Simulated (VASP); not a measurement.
Crystal: IrS.

```
Ir S
1.0
     0.00000    2.47163    2.47163
     2.47163    0.00000    2.47163
     2.47163    2.47163    0.00000
Ir S
1 1
Direct
  0.50000 0.50000 0.50000
  0.00000 0.00000 0.00000
```

Base run:

- Program: VASP 6.6.1
- Functional: r2SCAN
- Potentials or basis: VASP PAW PBE potentials, release 64 (Ir, S)
- Cutoff: 520 eV
- k mesh: 12 × 12 × 12
- Occupations: gaussian, width 0.05 eV
- Spin: no spin polarisation

Its results: band gap on the k mesh zero (an odd number of electrons rules out a gap without spin polarisation); pressure -1.5 GPa.

The run is repeated on the same cell with these changes: functional from r2SCAN to PBE; k mesh from 12 × 12 × 12 to 6 × 6 × 6. What comes out?

Band gap on the k mesh zero (an odd number of electrons rules out a gap without spin polarisation); pressure 0.5 GPa.

Several settings changed at once.

Caveats: some runs use coarse meshes; spin-orbit coupling is left out, which moves the levels of the heavy elements; the PAW data sets were made with another functional, which shifts forces and pressure a little (at least some runs).
